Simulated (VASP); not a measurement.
# Ge2Sb2Se (P4/mbm) in VASP: further runs

Runs on Ge2Sb2Se. Level: PBE. Tasks: single point, relaxation of cell and atoms.

All numbers are computed with VASP 6.6.1; they aren't measurements. Logs are shortened: lines on timing, memory, paths and dates and some standing lists are left out, and cuts for length are marked.

### Step 1. The cell of the first run

It takes space group P4/mbm (No. 127, tetragonal). The conventional cell has a = 8.754 Å, b = 8.754 Å, c = 3.112 Å, α = 90.00°, β = 90.00°, γ = 90.00°. Ge (site symmetry m2m) has 6 Sb at 3.00 Å and 3 Ge at 3.11 to 3.69 Å and 2 Se at 3.34 Å within 3.9 Å. Sb (site symmetry m2m) has 6 Ge at 3.00 Å and 3 Sb at 3.11 to 3.57 Å and 4 Se at 3.70 Å within 3.9 Å. Se (site symmetry 4/m) has 2 Se at 3.11 Å and 4 Ge at 3.34 Å and 8 Sb at 3.70 Å within 4.1 Å.

The cell was built from a structure type or drawn by symmetry, and may not be a known phase.

### Step 2. Single point, PBE

INCAR reads:

```
  ALGO = Normal
  EDIFF = 1E-6
  ENCUT = 520
  GGA = PE
  ISIF = 2
  ISMEAR = 0
  LASPH = T
  LCHARG = F
  LREAL = F
  LWAVE = F
  NBANDS = 55
  NELM = 60
  PREC = Accurate
  SIGMA = 0.15
```

KPOINTS reads:

```
k-points
0
Gamma
  2 2 3
```

POSCAR reads:

```
Ge2Sb2Se
1.0
    8.7539858202      0.0000000000      0.0000000000
    0.0000000000      8.7539858202      0.0000000000
    0.0000000000      0.0000000000      3.1116533405
Ge Sb Se
4 4 2
Direct
    0.3511656817      0.8511656817      0.0000000000
    0.1488343183      0.3511656817      0.0000000000
    0.6488343183      0.1488343183      0.0000000000
    0.8511656817      0.6488343183      0.0000000000
    0.1440359873      0.6440359873      0.5000000000
    0.3559640127      0.1440359873      0.5000000000
    0.8559640127      0.3559640127      0.5000000000
    0.6440359873      0.8559640127      0.5000000000
    0.0000000000      0.0000000000      0.0000000000
    0.5000000000      0.5000000000      0.0000000000
```

Potentials or basis: VASP PAW PBE potentials, release 64 (Ge_d, Sb, Se).

On the command line:

```bash
cat potpaw_PBE.64/Ge_d/POTCAR potpaw_PBE.64/Sb/POTCAR potpaw_PBE.64/Se/POTCAR > POTCAR
mpirun -np 1 vasp_std > vasp.out
```

OUTCAR:

```text
EDIFF = 1E-6
   ENCUT = 520
   GGA = PE
   ISIF = 2
   ISMEAR = 0
   LASPH = T
   LREAL = F
   NELM = 60
   PREC = Accurate

 ion  position               nearest neighbor table
   1  0.351  0.851  0.000-   6 3.00   8 3.00   6 3.00   8 3.00   5 3.00   5 3.00
   2  0.149  0.351  0.000-   5 3.00   7 3.00   5 3.00   7 3.00   6 3.00   6 3.00
   3  0.649  0.149  0.000-   6 3.00   8 3.00   6 3.00   8 3.00   7 3.00   7 3.00
   4  0.851  0.649  0.000-   5 3.00   7 3.00   5 3.00   7 3.00   8 3.00   8 3.00
   5  0.144  0.644  0.500-   2 3.00   4 3.00   2 3.00   4 3.00   1 3.00   1 3.00   7 3.57
   6  0.356  0.144  0.500-   1 3.00   3 3.00   1 3.00   3 3.00   2 3.00   2 3.00   8 3.57
   7  0.856  0.356  0.500-   2 3.00   4 3.00   2 3.00   4 3.00   3 3.00   3 3.00   5 3.57
   8  0.644  0.856  0.500-   1 3.00   3 3.00   1 3.00   3 3.00   4 3.00   4 3.00   6 3.57
   9  0.000  0.000  0.000-
  10  0.500  0.500  0.000-

  LATTYP: Found a simple tetragonal cell.
 ALAT       =     8.7539858202
 C/A-ratio  =     0.3554556067

  Lattice vectors:

 A1 = (   8.7539858202,   0.0000000000,   0.0000000000)
 A2 = (   0.0000000000,   8.7539858202,   0.0000000000)
 A3 = (   0.0000000000,   0.0000000000,   3.1116533405)

Analysis of symmetry for initial positions (statically):
=====================================================================
 Subroutine PRICEL returns:
 Original cell was already a primitive cell.

 Routine SETGRP: Setting up the symmetry group for a
 simple tetragonal supercell.

 Subroutine GETGRP returns: Found 16 space group operations
 (whereof  8 operations were pure point group operations)
 out of a pool of 16 trial point group operations.

The static configuration has the point symmetry C_4h.
 The point group associated with its full space group is D_4h.

Analysis of symmetry for dynamics (positions and initial velocities):
=====================================================================
 Subroutine PRICEL returns:
 Original cell was already a primitive cell.

 Routine SETGRP: Setting up the symmetry group for a
 simple tetragonal supercell.

 Subroutine GETGRP returns: Found 16 space group operations
 (whereof  8 operations were pure point group operations)
 out of a pool of 16 trial point group operations.

The dynamic configuration has the point symmetry C_4h.
 The point group associated with its full space group is D_4h.

 Subroutine INISYM returns: Found 16 space group operations
 (whereof  8 operations are pure point group operations),
 and found     1 'primitive' translations

----------------------------------------------------------------------------------------

                                     Primitive cell

  volume of cell :     238.4531

  direct lattice vectors                    reciprocal lattice vectors
     8.753985820  0.000000000  0.000000000     0.114233678  0.000000000  0.000000000
     0.000000000  8.753985820  0.000000000     0.000000000  0.114233678  0.000000000
     0.000000000  0.000000000  3.111653341     0.000000000  0.000000000  0.321372560

  length of vectors
     8.753985820  8.753985820  3.111653341     0.114233678  0.114233678  0.321372560

  position of ions in fractional coordinates (direct lattice)
     0.351165682  0.851165682  0.000000000
     0.148834318  0.351165682  0.000000000
     0.648834318  0.148834318  0.000000000
     0.851165682  0.648834318  0.000000000
     0.144035987  0.644035987  0.500000000
     0.355964013  0.144035987  0.500000000
     0.855964013  0.355964013  0.500000000
     0.644035987  0.855964013  0.500000000
     0.000000000  0.000000000  0.000000000
     0.500000000  0.500000000  0.000000000

  ion indices of the primitive-cell ions
   primitive index   ion index
                 1           1
                 2           2
                 3           3
                 4           4
                 5           5
                 6           6
                 7           7
                 8           8
                 9           9
                10          10

----------------------------------------------------------------------------------------

 KPOINTS: k-points

Automatic generation of k-mesh.
 Grid dimensions read from file:
 generate k-points for:    2    2    3

 Generating k-lattice:

  Cartesian coordinates                     Fractional coordinates (reciprocal lattice)
     0.057116839  0.000000000  0.000000000     0.500000000  0.000000000  0.000000000
     0.000000000  0.057116839  0.000000000     0.000000000  0.500000000  0.000000000
     0.000000000  0.000000000  0.107124187     0.000000000  0.000000000  0.333333333

  Length of vectors
     0.057116839  0.057116839  0.107124187

  Shift w.r.t. Gamma in fractional coordinates (k-lattice)
     0.000000000  0.000000000  0.000000000

 Subroutine IBZKPT returns following result:
 ===========================================

 Found      6 irreducible k-points:

 Following reciprocal coordinates:
            Coordinates               Weight
  0.000000  0.000000  0.000000      1.000000
  0.500000  0.000000  0.000000      2.000000
  0.500000  0.500000  0.000000      1.000000
  0.000000  0.000000  0.333333      2.000000
  0.500000  0.000000  0.333333      4.000000
  0.500000  0.500000  0.333333      2.000000
   k-points           NKPTS =      6   k-points in BZ     NKDIM =      6   number of bands    NBANDS=     55
   number of dos      NEDOS =    301   number of ions     NIONS =     10
   total plane-waves  NPLWV = 117600
   dimension x,y,z NGX =    70 NGY =   70 NGZ =   24
   dimension x,y,z NGXF=   140 NGYF=  140 NGZF=   48
   ions per type =               4   4   2
   NGX,Y,Z   is equivalent  to a cutoff of  13.29, 13.29, 12.82 a.u.
   NGXF,Y,Z  is equivalent  to a cutoff of  26.59, 26.59, 25.64 a.u.
 SYSTEM =  unknown system
   PREC   = accura    normal or accurate (medium, high low for compatibility)
   ISTART =      0    job   : 0-new  1-cont  2-samecut
   ICHARG =      2    charge: 1-file 2-atom 10-const
   ISPIN  =      1    spin polarized calculation?
   LNONCOLLINEAR =      F non collinear calculations
   LSORBIT =      F    spin-orbit coupling
   LASPH  =      T    aspherical Exc in radial PAW
   ENCUT  =  520.0 eV  38.22 Ry    6.18 a.u.  16.28 16.28  5.79*2*pi/ulx,y,z
   NELM   =     60;   NELMIN=  2; NELMDL= -5     # of ELM steps
   EDIFF  = 0.1E-05   stopping-criterion for ELM
   LREAL  =      F    real-space projection
   EDIFFG = 0.1E-04   stopping-criterion for IOM
   NSW    =      0    number of steps for IOM
   IBRION =     -1    ionic relax: 0-MD 1-quasi-New 2-CG
   NFREE  =      0    steps in history (QN), initial steepest desc. (CG)
   ISIF   =      2    stress and relaxation
   ISYM   =      2    0-nonsym 1-usesym 2-fastsym
   POTIM  = 0.5000    time-step for ionic-motion
   TEBEG  =    0.0;   TEEND  =   0.0 temperature during run
   PSTRESS=    0.0 pullay stress
   NELECT =      88.0000    total number of electrons
   NUPDOWN=      -1.0000    fix difference up-down
   EMIN   =  10.00;   EMAX   =-10.00  energy-range for DOS
   EFERMI =   0.00;   METHOD = LEGACY
   ISMEAR =     0;   SIGMA  =   0.15  broadening in eV -4-tet -1-fermi 0-gaus
   EFERMI_NEDOS =   21; number of points for ismear=-14 and -15
   IALGO  =     38    algorithm
   IMIX   =      4    mixing-type and parameters
     AMIX     =   0.40;   BMIX     =  1.00
     AMIX_MAG =   1.60;   BMIX_MAG =  1.00
  volume/ion in A,a.u.               =      23.85       160.92
  Fermi-wavevector in a.u.,A,eV,Ry     =   1.174270  2.219049 18.761221  1.378911
  Thomas-Fermi vector in A             =   2.310670
   LORBIT       =      0    0 simple, 1 ext, 2 COOP (PROOUT), +10 PAW based schemes
   GGA     = PE    functional components
   LHFCALC =     F    Hartree Fock is set to
   AEXX    =    0.0000 exact exchange contribution
   IVDW    =     0    specifies the selected vdW correction
   LEPSILON=     F    determine dielectric tensor
   LRPA    =     F    only Hartree local field effects (RPA)
 non-spin polarized calculation
 Gauss-broadening in eV      SIGMA  =   0.15
  energy-cutoff  :      520.00
  volume of cell :      238.45
 maximum number of plane-waves:      6444
 NGX is ok and might be reduce to    70
   NGX = 33   NGY = 33   NGZ = 11

 number of electron      88.0000014 magnetization

 Free energy of the ion-electron system (eV)
  ---------------------------------------------------
  ext. energy  EPLUGINS =         0.00000000
  ---------------------------------------------------
  free energy    TOTEN  =       -40.40947166 eV

  energy without entropy =      -40.33133268  energy(sigma->0) =      -40.37040217

 E-fermi :   6.5787     XC(G=0): -10.2817

 val. band max:        6.3398907526   @ k =   0.5000   0.5000   0.0000
 cond. band min:       6.5964995886   @ k =   0.5000   0.0000   0.3333
 fundamental gap:      0.2566088360
 Fermi energy:         6.5786990244

 k-point     1 :       0.0000    0.0000    0.0000
  band No.  band energies     occupation
      1     -18.3231      2.00000
      2     -18.3229      2.00000
      3     -18.3224      2.00000
      4     -18.3224      2.00000
      5     -18.2986      2.00000
      6     -18.2986      2.00000
[... 47 lines left out ...]
     54      11.3710      0.00000
     55      11.9099      0.00000

 k-point     2 :       0.5000    0.0000    0.0000
  band No.  band energies     occupation
      1     -18.3230      2.00000
      2     -18.3230      2.00000
      3     -18.3224      2.00000
      4     -18.3224      2.00000
      5     -18.2988      2.00000
      6     -18.2988      2.00000
[... 47 lines left out ...]
     54      10.7932      0.00000
     55      11.5659      0.00000
[... 172 lines left out ...]
     54       9.1276      0.00000
     55       9.1758      0.00000

 k-point     6 :       0.5000    0.5000    0.3333
  band No.  band energies     occupation
      1     -18.3046      2.00000
      2     -18.3046      2.00000
      3     -18.3038      2.00000
      4     -18.3038      2.00000
      5     -18.2962      2.00000
      6     -18.2962      2.00000
[... 47 lines left out ...]
     54       9.2058      0.00000
     55       9.3457      0.00000

------------------------ aborting loop because EDIFF is reached ----------------------------------------

  FORCE on cell =-STRESS in cart. coord.  units (eV):
  Direction    XX          YY          ZZ          XY          YZ          ZX
  --------------------------------------------------------------------------------------
  -------------------------------------------------------------------------------------
  Total       -0.2803689     -0.2803689     -0.4502703      0.0000000      0.0000000      0.0000000
  in kB       -1.8838116     -1.8838116     -3.0253877      0.0000000      0.0000000      0.0000000
  external PRESSURE =      -2.2643370 kB  Pullay stress =       0.0000000 kB

 VOLUME and BASIS-vectors are now :
 -----------------------------------------------------------------------------
  energy-cutoff  :      520.00
  volume of cell :      238.45
      direct lattice vectors                 reciprocal lattice vectors
     8.753985820  0.000000000  0.000000000     0.114233678  0.000000000  0.000000000
     0.000000000  8.753985820  0.000000000     0.000000000  0.114233678  0.000000000
     0.000000000  0.000000000  3.111653341     0.000000000  0.000000000  0.321372560

 POSITION                                       TOTAL-FORCE (eV/Angst)
 -----------------------------------------------------------------------------------
      3.07410      7.45109      0.00000        -0.009573     -0.009573      0.000000
      1.30289      3.07410      0.00000         0.009573     -0.009573     -0.000000
      5.67989      1.30289      0.00000         0.009573      0.009573     -0.000000
      7.45109      5.67989      0.00000        -0.009573      0.009573      0.000000
      1.26089      5.63788      1.55583        -0.063472     -0.063472      0.000000
      3.11610      1.26089      1.55583         0.063472     -0.063472      0.000000
      7.49310      3.11610      1.55583         0.063472      0.063472     -0.000000
      5.63788      7.49310      1.55583        -0.063472      0.063472     -0.000000
      0.00000      0.00000      0.00000         0.000000      0.000000      0.000000
      4.37699      4.37699      0.00000         0.000000      0.000000      0.000000
 -----------------------------------------------------------------------------------
    total drift:                                0.000000     -0.000000      0.000000

  FREE ENERGIE OF THE ION-ELECTRON SYSTEM (eV)
  ---------------------------------------------------
  free  energy   TOTEN  =       -40.4094716618 eV

  energy  without entropy=      -40.3313326839  energy(sigma->0) =      -40.37040217
```

It took 90 s on 1 thread of Intel Xeon Platinum 8488C (Sapphire Rapids), shared host; peak memory 0.36 GiB.

What came out:

```yaml
Free_energy: -40.4095 eV
Pressure: -0.2 GPa
Largest_force: 0.090 eV/Å
Band_gap_on_the_k_mesh: zero (bands 44 and 45 overlap by 2.81 eV)
```

Forces in eV/Å, atoms in the order of the input:
```
Ge  -0.010 -0.010  0.000
Ge   0.010 -0.010  0.000
Ge   0.010  0.010  0.000
Ge  -0.010  0.010  0.000
Sb  -0.063 -0.063  0.000
Sb   0.063 -0.063  0.000
Sb   0.063  0.063  0.000
Sb  -0.063  0.063  0.000
Se   0.000  0.000  0.000
Se   0.000  0.000  0.000
```

Stress tensor (GPa, compression positive):
```
-0.19  0.00  0.00
 0.00 -0.19  0.00
 0.00  0.00 -0.30
```

Levels at points of the mesh, in eV from the Fermi level:
```csv
k point,band 39,band 40,band 41,band 42,band 43,band 44,band 45,band 46
"(0.00, 0.00, 0.00)",-2.15,-0.58,0.86,1.28,1.28,1.33,1.70,2.60
"(0.50, 0.00, 0.00)",-0.77,-0.77,0.18,0.18,1.55,1.55,2.40,2.40
"(0.50, 0.50, 0.00)",-0.24,-0.24,0.47,0.47,1.24,1.24,1.61,1.61
```

Caveat: the k points lie up to 0.67 Å⁻¹ apart, too coarse for converged energies and pressures of a metal; spin-orbit coupling is left out, which moves the levels of the heavy elements.

### Step 3. Relaxation of cell and atoms, PBE

This run uses another cell than the first one, of 25.10 Å³/atom.

INCAR reads:

```
PREC = Accurate
ENCUT = 600
EDIFF = 1E-6
ISMEAR = 0
SIGMA = 0.15
LREAL = F
LASPH = T
NELM = 80
ALGO = Normal
ISIF = 3
LWAVE = F
LCHARG = F
GGA = PE
IBRION = 2
NSW = 36
EDIFFG = -0.08
```

KPOINTS reads:

```
Automatic mesh
0
Gamma
  2 2 3
```

POSCAR reads:

```
Ge2Sb2Se
1.0
    8.1148273000      0.0000000000      0.0000000000
    0.0000000000      8.1148273000      0.0000000000
    0.0000000000      0.0000000000      3.8121660400
Ge Sb Se
4 4 2
Direct
    0.3749000000      0.8749000000      0.0000000000
    0.1251000000      0.3749000000      0.0000000000
    0.6251000000      0.1251000000      0.0000000000
    0.8749000000      0.6251000000      0.0000000000
    0.1727000000      0.6727000000      0.5000000000
    0.3273000000      0.1727000000      0.5000000000
    0.8273000000      0.3273000000      0.5000000000
    0.6727000000      0.8273000000      0.5000000000
    0.0000000000      0.0000000000      0.0000000000
    0.5000000000      0.5000000000      0.0000000000
```

Potentials or basis: VASP PAW PBE potentials, release 64 (Ge_d, Sb, Se).

On the command line:

```bash
cat potpaw_PBE.64/Ge_d/POTCAR potpaw_PBE.64/Sb/POTCAR potpaw_PBE.64/Se/POTCAR > POTCAR
mpirun -np 1 vasp_std > vasp.out
```

Run time: 35 min. Hardware: 1 thread of Intel Xeon Platinum 8488C (Sapphire Rapids), shared host; peak memory 0.45 GiB.

Results (log left out):

| Property | Result |
| --- | --- |
| Free energy | -40.4224 eV |
| Relaxed volume | 23.81 Å³/atom |
| Relaxed cell | a = 8.755 Å, b = 8.755 Å, c = 3.106 Å, α = 90.00°, β = 90.00°, γ = 90.00° |
| Space group after relaxing (to 0.1 Å) | P4/mbm (No. 127) |
| Energy gained by relaxing | 241.8 meV/atom |
| Ionic steps | 28 |
| Pressure after relaxing | 0.0 GPa |
| Largest force after relaxing | 0.058 eV/Å |
| Band gap on the k mesh | zero (bands 44 and 45 overlap by 2.87 eV) |

Forces in eV/Å, atoms in the order of the input:
```
Ge  -0.028 -0.028  0.000
Ge   0.028 -0.028  0.000
Ge   0.028  0.028  0.000
Ge  -0.028  0.028  0.000
Sb   0.041  0.041  0.000
Sb  -0.041  0.041  0.000
Sb  -0.041 -0.041  0.000
Sb   0.041 -0.041  0.000
Se   0.000  0.000  0.000
Se   0.000  0.000  0.000
```

Stress tensor (GPa, compression positive):
```
 0.07  0.00  0.00
 0.00  0.07  0.00
 0.00  0.00 -0.05
```

Step by step:
| step | energy change (eV) | largest force (eV/Å) | pressure (GPa) | volume (Å³) |
| --- | --- | --- | --- | --- |
| 1 | 0.0000 | 0.4713 | -3.12 | 251.03 |
| 2 | -0.3905 | 0.3653 | 0.56 | 233.58 |
| 3 | -0.4226 | 0.4903 | 2.06 | 228.11 |
| 4 | -0.7116 | 0.5078 | 2.63 | 226.61 |
| 5 | -1.7470 | 0.3458 | 6.48 | 218.74 |
| 6 | -1.4146 | 0.2437 | 3.85 | 223.80 |
| 7 | -1.8839 | 0.3628 | 4.87 | 220.84 |
| 8 | -1.8873 | 0.3686 | 5.19 | 220.35 |
| 9 | -2.0417 | 0.3431 | 1.81 | 232.54 |
| 10 | -2.0547 | 0.3416 | 2.40 | 229.79 |
| 11 | -2.1767 | 0.3409 | 0.23 | 236.41 |
| 12 | -2.1823 | 0.3386 | -0.31 | 238.43 |
| 13 | -2.1960 | 0.3010 | -0.26 | 238.05 |
| 14 | -2.2241 | 0.2047 | 0.09 | 236.92 |
| 15 | -2.2074 | 0.5150 | 1.09 | 234.67 |
| 16 | -2.2304 | 0.3006 | 0.51 | 236.19 |
| 17 | -2.2414 | 0.3059 | 0.35 | 236.62 |
| 18 | -2.2671 | 0.3237 | 0.16 | 237.92 |
| 19 | -2.2883 | 0.3513 | -0.13 | 240.52 |
| 20 | -2.3147 | 0.3132 | -0.32 | 240.98 |
| 21 | -2.3653 | 0.2101 | -0.82 | 242.35 |
| 22 | -2.3460 | 0.1296 | -1.72 | 245.08 |
| 23 | -2.3766 | 0.1419 | -1.23 | 243.38 |
| 24 | -2.3981 | 0.1148 | -0.91 | 241.55 |
| 25 | -2.4155 | 0.0830 | 0.37 | 236.73 |
| 26 | -2.4169 | 0.0821 | 0.14 | 237.77 |
| 27 | -2.4169 | 0.0822 | 0.05 | 237.88 |
| 28 | -2.4180 | 0.0582 | 0.03 | 238.07 |

Final structure:
```yaml
crystal:
  lattice:
    - [8.75451, 0.00000, 0.00000]
    - [0.00000, 8.75451, 0.00000]
    - [0.00000, 0.00000, 3.10632]
  atoms:
    - { symbol: Ge, position: [0.34661, 0.84661, 0.00000] }
    - { symbol: Ge, position: [0.15339, 0.34661, 0.00000] }
    - { symbol: Ge, position: [0.65339, 0.15339, 0.00000] }
    - { symbol: Ge, position: [0.84661, 0.65339, 0.00000] }
    - { symbol: Sb, position: [0.13890, 0.63890, 0.50000] }
    - { symbol: Sb, position: [0.36110, 0.13890, 0.50000] }
    - { symbol: Sb, position: [0.86110, 0.36110, 0.50000] }
    - { symbol: Sb, position: [0.63890, 0.86110, 0.50000] }
    - { symbol: Se, position: [0.00000, 0.00000, 0.00000] }
    - { symbol: Se, position: [0.50000, 0.50000, 0.00000] }
```

Levels at points of the mesh, in eV from the Fermi level:
```
           k point  band 39  band 40  band 41  band 42  band 43  band 44  band 45  band 46
(0.00, 0.00, 0.00)    -2.14    -0.76     0.88     1.29     1.29     1.37     1.74     2.61
(0.50, 0.00, 0.00)    -0.78    -0.78     0.14     0.14     1.59     1.59     2.32     2.32
(0.50, 0.50, 0.00)    -0.26    -0.26     0.57     0.57     1.16     1.16     1.66     1.66
```

Caveat: the k points lie up to 0.67 Å⁻¹ apart in the final cell, too coarse for converged energies and pressures of a metal; a cell axis changed by over 15 % at a fixed basis, so the end point is rough; spin-orbit coupling is left out, which moves the levels of the heavy elements; the relaxation stopped at a loose force limit of 0.08 eV/Å, so its end isn't a converged minimum.
